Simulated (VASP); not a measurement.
# Ti (P6/mmm) in VASP: single point with PBEsol+D4

Aim: the single point of Ti with PBEsol+D4.

All numbers are computed with VASP 6.6.1; they aren't measurements. Logs are shortened: lines on timing, memory, paths and dates and some standing lists are left out, and cuts for length are marked.

## 1. The cell of the first run

Symmetry: P6/mmm, No. 191, hexagonal system. Conventional cell: a = 4.600 Å, b = 4.600 Å, c = 2.820 Å, α = 90.00°, β = 90.00°, γ = 120.00°. Within 3.7 Å of Ti (site symmetry 6/mmm) lie 14 Ti at 2.82 to 3.01 Å. Ti (site symmetry -6m2) has 11 Ti at 2.66 to 3.01 Å within 3.5 Å.

This isn't the form of Ti at room conditions, which is hcp.

## 2. Single point, PBEsol+D4

INCAR

```
ALGO = Normal
EDIFF = 1E-6
ENCUT = 500
GGA = PS
GGA_COMPAT = False
ISIF = 2
ISMEAR = 0
IVDW = 13
LASPH = True
LCHARG = False
LREAL = False
LWAVE = False
NBANDS = 25
NELM = 120
PREC = Accurate
SIGMA = 0.1
```

KPOINTS

```
k-points
0
Gamma
  4 4 5
```

POSCAR

```
Ti
1.0
    4.6000000000      0.0000000000      0.0000000000
   -2.3000000000      3.9837200000      0.0000000000
    0.0000000000      0.0000000000      2.8200000000
Ti
3
Direct
    0.0000000000      0.0000000000      0.0000000000
    0.3333333333      0.6666666667      0.5000000000
    0.6666666667      0.3333333333      0.5000000000
```

Potentials or basis: VASP PAW PBE potentials, release 64 (Ti_sv).

Command:

```
$ cat potpaw_PBE.64/Ti_sv/POTCAR > POTCAR
$ mpirun -np 1 vasp_std > vasp.out
```

OUTCAR:

```text
EDIFF = 1E-6
   ENCUT = 500
   GGA = PS
   ISIF = 2
   ISMEAR = 0
   IVDW = 13
   LASPH = True
   LREAL = False
   NELM = 120
   PREC = Accurate

 ion  position               nearest neighbor table
   1  0.000  0.000  0.000-
   2  0.333  0.667  0.500-   3 2.66   3 2.66   3 2.66
   3  0.667  0.333  0.500-   2 2.66   2 2.66   2 2.66

  LATTYP: Found a hexagonal cell.
 ALAT       =     4.6000000000
 C/A-ratio  =     0.6130434783

  Lattice vectors:

 A1 = (   4.6000000000,   0.0000000000,   0.0000000000)
 A2 = (  -2.3000000000,   3.9837200000,   0.0000000000)
 A3 = (   0.0000000000,   0.0000000000,   2.8200000000)

Analysis of symmetry for initial positions (statically):
=====================================================================
 Subroutine PRICEL returns:
 Original cell was already a primitive cell.

 Routine SETGRP: Setting up the symmetry group for a
 hexagonal supercell.

 Subroutine GETGRP returns: Found 24 space group operations
 (whereof 24 operations were pure point group operations)
 out of a pool of 24 trial point group operations.

The static configuration has the point symmetry D_6h.

Analysis of symmetry for dynamics (positions and initial velocities):
=====================================================================
 Subroutine PRICEL returns:
 Original cell was already a primitive cell.

 Routine SETGRP: Setting up the symmetry group for a
 hexagonal supercell.

 Subroutine GETGRP returns: Found 24 space group operations
 (whereof 24 operations were pure point group operations)
 out of a pool of 24 trial point group operations.

The dynamic configuration has the point symmetry D_6h.

 Subroutine INISYM returns: Found 24 space group operations
 (whereof 24 operations are pure point group operations),
 and found     1 'primitive' translations

----------------------------------------------------------------------------------------

                                     Primitive cell

  volume of cell :      51.6768

  direct lattice vectors                    reciprocal lattice vectors
     4.600000000  0.000000000  0.000000000     0.217391304  0.125510829  0.000000000
    -2.300000000  3.983720000  0.000000000     0.000000000  0.251021658  0.000000000
     0.000000000  0.000000000  2.820000000     0.000000000  0.000000000  0.354609929

  length of vectors
     4.600000000  4.600002722  2.820000000     0.251021807  0.251021658  0.354609929

  position of ions in fractional coordinates (direct lattice)
     0.000000000  0.000000000  0.000000000
     0.333333333  0.666666667  0.500000000
     0.666666667  0.333333333  0.500000000
[... 66 lines left out ...]
   LREAL  =      F    real-space projection
   EDIFFG = 0.1E-04   stopping-criterion for IOM
   NSW    =      0    number of steps for IOM
   IBRION =     -1    ionic relax: 0-MD 1-quasi-New 2-CG
   NFREE  =      0    steps in history (QN), initial steepest desc. (CG)
   ISIF   =      2    stress and relaxation
   ISYM   =      2    0-nonsym 1-usesym 2-fastsym
   POTIM  = 0.5000    time-step for ionic-motion
   TEBEG  =    0.0;   TEEND  =   0.0 temperature during run
   PSTRESS=    0.0 pullay stress
   NELECT =      36.0000    total number of electrons
   NUPDOWN=      -1.0000    fix difference up-down
   EMIN   =  10.00;   EMAX   =-10.00  energy-range for DOS
   EFERMI =   0.00;   METHOD = LEGACY
   ISMEAR =     0;   SIGMA  =   0.10  broadening in eV -4-tet -1-fermi 0-gaus
   EFERMI_NEDOS =   21; number of points for ismear=-14 and -15
   IALGO  =     38    algorithm
   IMIX   =      4    mixing-type and parameters
     AMIX     =   0.40;   BMIX     =  1.00
     AMIX_MAG =   1.60;   BMIX_MAG =  1.00
  volume/ion in A,a.u.               =      17.23       116.24
  Fermi-wavevector in a.u.,A,eV,Ry     =   1.451255  2.742474 28.655792  2.106141
  Thomas-Fermi vector in A             =   2.568773
   LORBIT       =      0    0 simple, 1 ext, 2 COOP (PROOUT), +10 PAW based schemes
   GGA     = PS    functional components
   LHFCALC =     F    Hartree Fock is set to
   AEXX    =    0.0000 exact exchange contribution
   IVDW    =    13    specifies the selected vdW correction
   LEPSILON=     F    determine dielectric tensor
   LRPA    =     F    only Hartree local field effects (RPA)
 non-spin polarized calculation
 Gauss-broadening in eV      SIGMA  =   0.10
  energy-cutoff  :      500.00
  volume of cell :       51.68
 maximum number of plane-waves:      1324
 NGX is ok and might be reduce to    36
   NGX = 17   NGY = 17   NGZ = 11

 number of electron      35.9999981 magnetization

 Free energy of the ion-electron system (eV)
  ---------------------------------------------------
  ext. energy  EPLUGINS =         0.00000000
  ---------------------------------------------------
  free energy    TOTEN  =       -25.04772064 eV

  energy without entropy =      -25.03407392  energy(sigma->0) =      -25.04089728

 E-fermi :   8.1938     XC(G=0): -11.6739

 val. band max:        8.1625679919   @ k =   0.2500   0.2500   0.0000
 cond. band min:       8.2108825981   @ k =   0.5000   0.0000   0.0000
 fundamental gap:      0.0483146062
 Fermi energy:         8.1937735126

 k-point     1 :       0.0000    0.0000    0.0000
  band No.  band energies     occupation
      1     -48.4816      2.00000
      2     -48.2140      2.00000
      3     -48.0556      2.00000
      4     -24.9059      2.00000
      5     -24.9059      2.00000
      6     -24.7748      2.00000
[... 325 lines left out ...]
     24      10.5703      0.00000
     25      11.3603      0.00000

------------------------ aborting loop because EDIFF is reached ----------------------------------------

  DFT-D4 for vdW energy calculation

  Edisp (eV):   -0.35523

  FORCE on cell =-STRESS in cart. coord.  units (eV):
  Direction    XX          YY          ZZ          XY          YZ          ZX
  --------------------------------------------------------------------------------------
  -------------------------------------------------------------------------------------
  Total      -2.25295    -2.25295    -1.72322     0.00000    -0.00000     0.00000
  in kB     -69.84992   -69.85003   -53.42647     0.00000    -0.00000     0.00000
  external pressure =      -64.38 kB  Pullay stress =        0.00 kB

 VOLUME and BASIS-vectors are now :
 -----------------------------------------------------------------------------
  energy-cutoff  :      500.00
  volume of cell :       51.68
      direct lattice vectors                 reciprocal lattice vectors
     4.600000000  0.000000000  0.000000000     0.217391304  0.125510829  0.000000000
    -2.300000000  3.983720000  0.000000000     0.000000000  0.251021658  0.000000000
     0.000000000  0.000000000  2.820000000     0.000000000  0.000000000  0.354609929

 POSITION                                       TOTAL-FORCE (eV/Angst)
 -----------------------------------------------------------------------------------
      0.00000      0.00000      0.00000         0.000000      0.000000     -0.000000
     -0.00000      2.65581      1.41000        -0.000000     -0.000000      0.000000
      2.30000      1.32791      1.41000         0.000000      0.000000     -0.000000
 -----------------------------------------------------------------------------------
    total drift:                                0.000000      0.000000     -0.000000

  FREE ENERGIE OF THE ION-ELECTRON SYSTEM (eV)
  ---------------------------------------------------
  free  energy   TOTEN  =       -25.4029550598 eV

  energy  without entropy=      -25.3893083410  energy(sigma->0) =      -25.39613170
```

stdout:

```text
POSCAR found type information on POSCAR Ti
 POSCAR found :  1 types and       3 ions
 scaLAPACK will be used
 -----------------------------------------------------------------------------
|                                                                             |
|                                                                             |
|     You enforced a specific xc type in the INCAR file but a different       |
|     I HOPE YOU KNOW WHAT YOU ARE DOING!                                     |
|                                                                             |
 -----------------------------------------------------------------------------

 LDA part: xc-table for (Slater+PW92), standard interpolation
 POSCAR, INCAR and KPOINTS ok, starting setup
 FFT: planning ... GRIDC
 FFT: planning ... GRID_SOFT
 FFT: planning ... GRID
 WAVECAR not read
 entering main loop
```

Run time: 34 s. Hardware: 1 thread of Intel Xeon 8259CL, shared host; peak memory 0.17 GiB.

What came out:

```
Free energy                : -25.4030 eV
Pressure                   : -6.4 GPa
Band gap on the k mesh     : zero (bands 18 and 19 overlap by 0.24 eV)
Dispersion energy per atom : -0.118 eV
```

Stress tensor (GPa, compression positive):
```
-6.98  0.00  0.00
 0.00 -6.99  0.00
 0.00  0.00 -5.34
```

Levels at points of the mesh, in eV from the Fermi level:
```csv
k point,band 16,band 17,band 18,band 19,band 20,band 21
"(0.00, 0.00, 0.00)",-0.74,-0.63,-0.63,-0.09,0.62,1.25
"(0.50, 0.00, 0.00)",-0.42,-0.42,-0.37,0.02,0.48,1.04
```

Caveat: the k points lie up to 0.45 Å⁻¹ apart; the PAW data sets were made with another functional, which shifts forces and pressure a little.
